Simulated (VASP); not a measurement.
# In3Se (P4/mmm) in VASP: further runs

Runs on In3Se. Level: PBE+D3(BJ). Tasks: single point.

All numbers are computed with VASP 6.6.1; they aren't measurements. Logs are shortened: lines on timing, memory, paths and dates and some standing lists are left out, and cuts for length are marked.

**1. The cell of the first run**

Symmetry: P4/mmm, No. 123, tetragonal system. The conventional cell has a = 4.701 Å, b = 4.701 Å, c = 4.489 Å, α = 90.00°, β = 90.00°, γ = 90.00°. In (site symmetry 4/mmm) has 8 In at 3.25 Å and 4 Se at 3.32 Å within 4.3 Å. In (site symmetry mmm) has 8 In at 3.25 to 3.32 Å and 4 Se at 3.25 Å within 4.3 Å. Se (site symmetry 4/mmm) has 12 In at 3.25 to 3.32 Å within 4.3 Å.

**2. Single point, PBE+D3(BJ) (strain -0.0450 x Voigt [1, 0, 0, 0, 0, 0])**

Input file INCAR:

```
ALGO = Normal
EDIFF = 1E-7
ENCUT = 520
GGA = PE
ISIF = 2
ISMEAR = 0
IVDW = 12
LASPH = T
LCHARG = F
LREAL = F
LWAVE = F
NBANDS = 30
NELM = 100
PREC = Accurate
SIGMA = 0.15
```

Input file KPOINTS:

```
k-points
0
Gamma
  10 10 10
```

Input file POSCAR:

```
In3Se
1.0
    4.4893565195      0.0000000000      0.0000000000
    0.0000000000      4.7008968791      0.0000000000
    0.0000000000      0.0000000000      4.7008968791
In Se
3 1
Direct
    0.0000000000      0.5000000000      0.5000000000
    0.5000000000      0.0000000000      0.5000000000
    0.5000000000      0.5000000000      0.0000000000
    0.0000000000      0.0000000000      0.0000000000
```

Potentials or basis: VASP PAW PBE potentials, release 64 (In_d, Se).

Run with:

```console
cat potpaw_PBE.64/In_d/POTCAR potpaw_PBE.64/Se/POTCAR > POTCAR
mpirun -np 1 vasp_std > vasp.out
```

OUTCAR:

```text
EDIFF = 1E-7
   ENCUT = 520
   GGA = PE
   ISIF = 2
   ISMEAR = 0
   IVDW = 12
   LASPH = T
   LREAL = F
   NELM = 100
   PREC = Accurate
 IVDW          = 12

 ion  position               nearest neighbor table
   1  0.000  0.500  0.500-   2 3.25   3 3.25   3 3.25   2 3.25   2 3.25   3 3.25   3 3.25   2 3.25
                             4 3.32   4 3.32   4 3.32   4 3.32
   2  0.500  0.000  0.500-   1 3.25   4 3.25   4 3.25   1 3.25   1 3.25   4 3.25   4 3.25   1 3.25
                             3 3.32   3 3.32   3 3.32   3 3.32
   3  0.500  0.500  0.000-   1 3.25   4 3.25   1 3.25   4 3.25   1 3.25   4 3.25   1 3.25   4 3.25
                             2 3.32   2 3.32   2 3.32   2 3.32
   4  0.000  0.000  0.000-   2 3.25   3 3.25   2 3.25   3 3.25   2 3.25   3 3.25   2 3.25   3 3.25
                             1 3.32   1 3.32   1 3.32   1 3.32

  LATTYP: Found a simple tetragonal cell.
 ALAT       =     4.7008968791
 C/A-ratio  =     0.9550000000

  Lattice vectors:

 A1 = (   0.0000000000,   4.7008968791,   0.0000000000)
 A2 = (   0.0000000000,   0.0000000000,   4.7008968791)
 A3 = (   4.4893565195,   0.0000000000,   0.0000000000)

Analysis of symmetry for initial positions (statically):
=====================================================================
 Subroutine PRICEL returns:
 Original cell was already a primitive cell.

 Routine SETGRP: Setting up the symmetry group for a
 simple tetragonal supercell.

 Subroutine GETGRP returns: Found 16 space group operations
 (whereof 16 operations were pure point group operations)
 out of a pool of 16 trial point group operations.

The static configuration has the point symmetry D_4h.

Analysis of symmetry for dynamics (positions and initial velocities):
=====================================================================
 Subroutine PRICEL returns:
 Original cell was already a primitive cell.

 Routine SETGRP: Setting up the symmetry group for a
 simple tetragonal supercell.

 Subroutine GETGRP returns: Found 16 space group operations
 (whereof 16 operations were pure point group operations)
 out of a pool of 16 trial point group operations.

The dynamic configuration has the point symmetry D_4h.

 Subroutine INISYM returns: Found 16 space group operations
 (whereof 16 operations are pure point group operations),
 and found     1 'primitive' translations

----------------------------------------------------------------------------------------

                                     Primitive cell

  volume of cell :      99.2077

  direct lattice vectors                    reciprocal lattice vectors
     4.489356520  0.000000000  0.000000000     0.222749072  0.000000000  0.000000000
     0.000000000  4.700896879  0.000000000     0.000000000  0.212725364  0.000000000
     0.000000000  0.000000000  4.700896879     0.000000000  0.000000000  0.212725364

  length of vectors
     4.489356520  4.700896879  4.700896879     0.222749072  0.212725364  0.212725364

  position of ions in fractional coordinates (direct lattice)
     0.000000000  0.500000000  0.500000000
     0.500000000  0.000000000  0.500000000
     0.500000000  0.500000000  0.000000000
     0.000000000  0.000000000  0.000000000

  ion indices of the primitive-cell ions
   primitive index   ion index
                 1           1
                 2           2
                 3           3
                 4           4

----------------------------------------------------------------------------------------

 KPOINTS: k-points

Automatic generation of k-mesh.
 Grid dimensions read from file:
 generate k-points for:   10   10   10

 Generating k-lattice:

  Cartesian coordinates                     Fractional coordinates (reciprocal lattice)
     0.022274907  0.000000000  0.000000000     0.100000000  0.000000000  0.000000000
     0.000000000  0.021272536  0.000000000     0.000000000  0.100000000  0.000000000
     0.000000000  0.000000000  0.021272536     0.000000000  0.000000000  0.100000000

  Length of vectors
     0.022274907  0.021272536  0.021272536

  Shift w.r.t. Gamma in fractional coordinates (k-lattice)
     0.000000000  0.000000000  0.000000000

 Subroutine IBZKPT returns following result:
 ===========================================

 Found    126 irreducible k-points:

 Following reciprocal coordinates:
            Coordinates               Weight
  0.000000  0.000000  0.000000      1.000000
  0.100000  0.000000  0.000000      2.000000
  0.200000  0.000000  0.000000      2.000000
  0.300000  0.000000  0.000000      2.000000
  0.400000  0.000000  0.000000      2.000000
  0.500000  0.000000  0.000000      1.000000
[... 16 lines left out ...]
  0.400000  0.300000  0.000000      8.000000
  0.500000  0.300000  0.000000      4.000000
 [... further k-points ...]
   k-points           NKPTS =    126   k-points in BZ     NKDIM =    126   number of bands    NBANDS=     30
   number of dos      NEDOS =    301   number of ions     NIONS =      4
   total plane-waves  NPLWV =  46656
   dimension x,y,z NGX =    36 NGY =   36 NGZ =   36
   dimension x,y,z NGXF=    72 NGYF=   72 NGZF=   72
   ions per type =               3   1
   NGX,Y,Z   is equivalent  to a cutoff of  13.33, 12.73, 12.73 a.u.
   NGXF,Y,Z  is equivalent  to a cutoff of  26.66, 25.46, 25.46 a.u.
 SYSTEM =  unknown system
   PREC   = accura    normal or accurate (medium, high low for compatibility)
   ISTART =      0    job   : 0-new  1-cont  2-samecut
   ICHARG =      2    charge: 1-file 2-atom 10-const
   ISPIN  =      1    spin polarized calculation?
   LNONCOLLINEAR =      F non collinear calculations
   LSORBIT =      F    spin-orbit coupling
   LASPH  =      T    aspherical Exc in radial PAW
   ENCUT  =  520.0 eV  38.22 Ry    6.18 a.u.   8.35  8.74  8.74*2*pi/ulx,y,z
   NELM   =    100;   NELMIN=  2; NELMDL= -5     # of ELM steps
   EDIFF  = 0.1E-06   stopping-criterion for ELM
   LREAL  =      F    real-space projection
   EDIFFG = 0.1E-05   stopping-criterion for IOM
   NSW    =      0    number of steps for IOM
   IBRION =     -1    ionic relax: 0-MD 1-quasi-New 2-CG
   NFREE  =      0    steps in history (QN), initial steepest desc. (CG)
   ISIF   =      2    stress and relaxation
   ISYM   =      2    0-nonsym 1-usesym 2-fastsym
   POTIM  = 0.5000    time-step for ionic-motion
   TEBEG  =    0.0;   TEEND  =   0.0 temperature during run
   PSTRESS=    0.0 pullay stress
   NELECT =      45.0000    total number of electrons
   NUPDOWN=      -1.0000    fix difference up-down
   EMIN   =  10.00;   EMAX   =-10.00  energy-range for DOS
   EFERMI =   0.00;   METHOD = LEGACY
   ISMEAR =     0;   SIGMA  =   0.15  broadening in eV -4-tet -1-fermi 0-gaus
   EFERMI_NEDOS =   21; number of points for ismear=-14 and -15
   IALGO  =     38    algorithm
   IMIX   =      4    mixing-type and parameters
     AMIX     =   0.40;   BMIX     =  1.00
     AMIX_MAG =   1.60;   BMIX_MAG =  1.00
  volume/ion in A,a.u.               =      24.80       167.37
  Fermi-wavevector in a.u.,A,eV,Ry     =   1.257855  2.377001 21.527118  1.582199
  Thomas-Fermi vector in A             =   2.391493
   LORBIT       =      0    0 simple, 1 ext, 2 COOP (PROOUT), +10 PAW based schemes
   GGA     = PE    functional components
   LHFCALC =     F    Hartree Fock is set to
   AEXX    =    0.0000 exact exchange contribution
   IVDW    =    12    specifies the selected vdW correction
   LEPSILON=     F    determine dielectric tensor
   LRPA    =     F    only Hartree local field effects (RPA)
 non-spin polarized calculation
 Gauss-broadening in eV      SIGMA  =   0.15
  energy-cutoff  :      520.00
  volume of cell :       99.21
 maximum number of plane-waves:      2696
 NGX is ok and might be reduce to    36
   NGX = 17   NGY = 17   NGZ = 17

 number of electron      45.0000009 magnetization

 Free energy of the ion-electron system (eV)
  ---------------------------------------------------
  ext. energy  EPLUGINS =         0.00000000
  ---------------------------------------------------
  free energy    TOTEN  =       -11.55643269 eV

  energy without entropy =      -11.54002673  energy(sigma->0) =      -11.54822971

 E-fermi :   7.1302     XC(G=0): -10.2613

 val. band max:        7.1269329514   @ k =   0.1000   0.4000   0.4000
 cond. band min:       7.1303797219   @ k =   0.1000   0.5000   0.5000
 fundamental gap:      0.0034467705
 Fermi energy:         7.1302038011

 k-point     1 :       0.0000    0.0000    0.0000
  band No.  band energies     occupation
      1      -7.7900      2.00000
      2      -7.7669      2.00000
      3      -7.7669      2.00000
      4      -7.7257      2.00000
      5      -7.6216      2.00000
      6      -7.5800      2.00000
[... 22 lines left out ...]
     29      12.7011      0.00000
     30      13.9057      0.00000

 k-point     2 :       0.1000    0.0000    0.0000
  band No.  band energies     occupation
      1      -7.7763      2.00000
      2      -7.7548      2.00000
      3      -7.7548      2.00000
      4      -7.7225      2.00000
      5      -7.6130      2.00000
      6      -7.5779      2.00000
[... 22 lines left out ...]
     29      12.9799      0.00000
     30      13.9532      0.00000

 k-point     3 :       0.2000    0.0000    0.0000
  band No.  band energies     occupation
      1      -7.7376      2.00000
      2      -7.7193      2.00000
      3      -7.7193      2.00000
      4      -7.7136      2.00000
      5      -7.5888      2.00000
      6      -7.5722      2.00000
[... 22 lines left out ...]
     29      13.5515      0.00000
     30      14.0929      0.00000

 k-point     4 :       0.3000    0.0000    0.0000
  band No.  band energies     occupation
      1      -7.7019      2.00000
      2      -7.6803      2.00000
      3      -7.6628      2.00000
      4      -7.6628      2.00000
      5      -7.5643      2.00000
      6      -7.5539      2.00000
[... 616 lines left out ...]
     29      11.8249      0.00000
     30      11.9649      0.00000

 k-point    23 :       0.4000    0.3000    0.0000
  band No.  band energies     occupation
      1      -7.6491      2.00000
      2      -7.6327      2.00000
      3      -7.5796      2.00000
      4      -7.5551      2.00000
      5      -7.5343      2.00000
      6      -7.5264      2.00000
[... 22 lines left out ...]
     29      11.5332      0.00000
     30      13.0440      0.00000

 k-point    24 :       0.5000    0.3000    0.0000
  band No.  band energies     occupation
      1      -7.6187      2.00000
      2      -7.6158      2.00000
      3      -7.6111      2.00000
      4      -7.5458      2.00000
      5      -7.5198      2.00000
      6      -7.4911      2.00000
[... 22 lines left out ...]
     29      11.3447      0.00000
     30      14.2537      0.00000

 [... further k-points ...]

------------------------ aborting loop because EDIFF is reached ----------------------------------------

 Edisp (eV)   -1.42470

 E8    (eV) :    -0.6807

  FORCE on cell =-STRESS in cart. coord.  units (eV):
  Direction    XX          YY          ZZ          XY          YZ          ZX
  --------------------------------------------------------------------------------------
  -------------------------------------------------------------------------------------
  Total       1.31233     1.26194     1.26194     0.00000     0.00000     0.00000
  in kB      21.19375    20.38004    20.38004     0.00000     0.00000     0.00000
  external pressure =       20.65 kB  Pullay stress =        0.00 kB

 VOLUME and BASIS-vectors are now :
 -----------------------------------------------------------------------------
  energy-cutoff  :      520.00
  volume of cell :       99.21
      direct lattice vectors                 reciprocal lattice vectors
     4.489356520  0.000000000  0.000000000     0.222749072  0.000000000  0.000000000
     0.000000000  4.700896879  0.000000000     0.000000000  0.212725364  0.000000000
     0.000000000  0.000000000  4.700896879     0.000000000  0.000000000  0.212725364

 POSITION                                       TOTAL-FORCE (eV/Angst)
 -----------------------------------------------------------------------------------
      0.00000      2.35045      2.35045         0.000000      0.000000      0.000000
      2.24468      0.00000      2.35045         0.000000      0.000000      0.000000
      2.24468      2.35045      0.00000         0.000000      0.000000      0.000000
      0.00000      0.00000      0.00000         0.000000      0.000000      0.000000
 -----------------------------------------------------------------------------------
    total drift:                                0.000000      0.000000      0.000000

  FREE ENERGIE OF THE ION-ELECTRON SYSTEM (eV)
  ---------------------------------------------------
  free  energy   TOTEN  =       -12.9811295596 eV

  energy  without entropy=      -12.9647236059  energy(sigma->0) =      -12.97292658
```

It took 11 min on 1 thread of AMD EPYC 7R13, shared host; peak memory 0.4 GiB.

Results:

```yaml
Free_energy: -12.9811 eV
Pressure: 2.1 GPa
Dispersion_energy_per_atom: -0.356 eV
```

Caveat: the cell differs from its parent crystal (strain -0.0450 x Voigt [1, 0, 0, 0, 0, 0]); spin-orbit coupling is left out, which moves the levels of the heavy elements; pairwise dispersion overbinds metals, which lowers pressure and volume.

**3. Single point, PBE+D3(BJ) (strain -0.0300 x Voigt [1, 0, 0, 0, 0, 0])**

Input file INCAR:

```
SYSTEM = In3Se
PREC = Accurate ; ENCUT = 520
EDIFF = 1E-7 ; ISMEAR = 0
SIGMA = 0.15 ; LREAL = .False.
LASPH = .True. ; NELM = 100
ALGO = Normal ; ISIF = 2
LWAVE = .False. ; LCHARG = .True.
GGA = PE ; IVDW = 12
LELF = .True. ; LVHAR = .True.
NBANDS = 30
```

Input file KPOINTS:

```
Automatic mesh
0
Gamma
  10 10 10
  0 0 0
```

Edit POSCAR of step 2 so:

```diff
@@ -2,3 +2,3 @@
 1.0
-    4.4893565195      0.0000000000      0.0000000000
+    4.5598699727      0.0000000000      0.0000000000
     0.0000000000      4.7008968791      0.0000000000
```

Potentials or basis: VASP PAW PBE potentials, release 64 (In_d, Se).

Run with:

```console
cat potpaw_PBE.64/In_d/POTCAR potpaw_PBE.64/Se/POTCAR > POTCAR
mpirun -np 1 vasp_std > vasp.out
```

It took 8.1 min on 1 thread of AMD EPYC 7R13, shared host; peak memory 0.41 GiB.

Results (log left out):

```
Free energy                : -12.9983 eV
Pressure                   : 1.3 GPa
Dispersion energy per atom : -0.351 eV
```

Levels at points of the mesh, in eV from the Fermi level:
| k point | band 19 | band 20 | band 21 | band 22 | band 23 | band 24 | band 25 | band 26 |
| --- | --- | --- | --- | --- | --- | --- | --- | --- |
| (0.00, 0.00, 0.00) | -3.71 | -3.49 | -2.21 | -1.84 | 1.17 | 1.17 | 1.28 | 4.45 |
| (0.50, 0.00, 0.00) | -2.71 | -2.71 | -1.45 | -1.16 | -0.22 | -0.22 | 1.18 | 3.92 |
| (0.00, 0.50, 0.00) | -2.80 | -2.63 | -1.42 | -0.92 | -0.36 | -0.02 | 1.37 | 4.08 |
| (0.50, 0.50, 0.00) | -5.96 | -2.18 | -1.03 | -0.68 | -0.60 | 1.50 | 1.71 | 1.72 |
| (0.00, 0.50, 0.50) | -6.08 | -2.09 | -0.78 | -0.39 | -0.39 | 1.93 | 1.93 | 1.95 |
| (0.50, 0.50, 0.50) | -4.63 | -4.37 | -4.37 | -4.37 | -3.53 | 3.20 | 3.20 | 3.59 |

Caveat: the cell differs from its parent crystal (strain -0.0300 x Voigt [1, 0, 0, 0, 0, 0]); spin-orbit coupling is left out, which moves the levels of the heavy elements; pairwise dispersion overbinds metals, which lowers pressure and volume.

**4. Single point, PBE+D3(BJ) (strain -0.0150 x Voigt [1, 0, 0, 0, 0, 0])**

Input file INCAR:

```
SYSTEM = In3Se
ALGO = Normal ; EDIFF = 1E-7
ENCUT = 520 ; GGA = PE
ISIF = 2 ; ISMEAR = 0
IVDW = 12 ; LASPH = .True.
LCHARG = .False. ; LREAL = .False.
LWAVE = .False. ; NBANDS = 30
NELM = 60 ; PREC = Accurate
SIGMA = 0.15
```

Input file KPOINTS:

```
k-points
0
Gamma
  10 10 10
  0 0 0
```

Edit POSCAR of step 3 so:

```diff
@@ -2,3 +2,3 @@
 1.0
-    4.5598699727      0.0000000000      0.0000000000
+    4.6303834259      0.0000000000      0.0000000000
     0.0000000000      4.7008968791      0.0000000000
```

Run with:

```console
cat potpaw_PBE.64/In_d/POTCAR potpaw_PBE.64/Se/POTCAR > POTCAR
mpirun -np 1 vasp_std > vasp.out
```

It took 6.9 min on 1 thread of AMD EPYC 7R13, shared host; peak memory 0.41 GiB.

It converged, with:

```
Free energy                : -13.0082 eV
Pressure                   : 0.6 GPa
Dispersion energy per atom : -0.345 eV
```

Levels at points of the mesh, in eV from the Fermi level:
| k point | band 18 | band 19 | band 20 | band 21 | band 22 | band 23 | band 24 | band 25 | band 26 | band 27 |
| --- | --- | --- | --- | --- | --- | --- | --- | --- | --- | --- |
| (0.00, 0.00, 0.00) | -3.60 | -3.60 | -3.50 | -2.15 | -1.97 | 1.19 | 1.19 | 1.24 | 4.41 | 4.41 |
| (0.50, 0.00, 0.00) | -5.03 | -2.67 | -2.67 | -1.44 | -1.12 | -0.19 | -0.19 | 1.26 | 3.95 | 3.95 |
| (0.00, 0.50, 0.00) | -5.01 | -2.71 | -2.63 | -1.39 | -1.04 | -0.26 | -0.09 | 1.36 | 4.04 | 4.06 |
| (0.50, 0.50, 0.00) | -6.19 | -5.93 | -2.13 | -0.97 | -0.64 | -0.60 | 1.53 | 1.75 | 1.76 | 1.95 |
| (0.00, 0.50, 0.50) | -6.24 | -5.99 | -2.09 | -0.84 | -0.49 | -0.49 | 1.75 | 1.86 | 1.86 | 2.05 |
| (0.50, 0.50, 0.50) | -4.55 | -4.55 | -4.37 | -4.37 | -4.37 | -3.47 | 3.22 | 3.22 | 3.41 | 8.43 |

Caveat: the cell differs from its parent crystal (strain -0.0150 x Voigt [1, 0, 0, 0, 0, 0]); spin-orbit coupling is left out, which moves the levels of the heavy elements; pairwise dispersion overbinds metals, which lowers pressure and volume.

**5. Summary**

```csv
cell,gap on the mesh (eV),pressure (GPa)
"a = 4.489, b = 4.701, c = 4.701 Å, 4 atoms",none,2.1
"a = 4.560, b = 4.701, c = 4.701 Å, 4 atoms",none,1.3
"a = 4.630, b = 4.701, c = 4.701 Å, 4 atoms",none,0.6
```

Alike in all rows: task single point; level PBE+D3(BJ); potentials or basis VASP PAW PBE potentials, release 64 (In_d, Se); no spin polarisation; k mesh 10 × 10 × 10; cutoff (eV) 520; smearing gaussian 0.15 eV.

Caveats: spin-orbit coupling is left out, which moves the levels of the heavy elements; pairwise dispersion overbinds metals, which lowers pressure and volume.

Absolute energies hang on the potentials; compare differences alone.
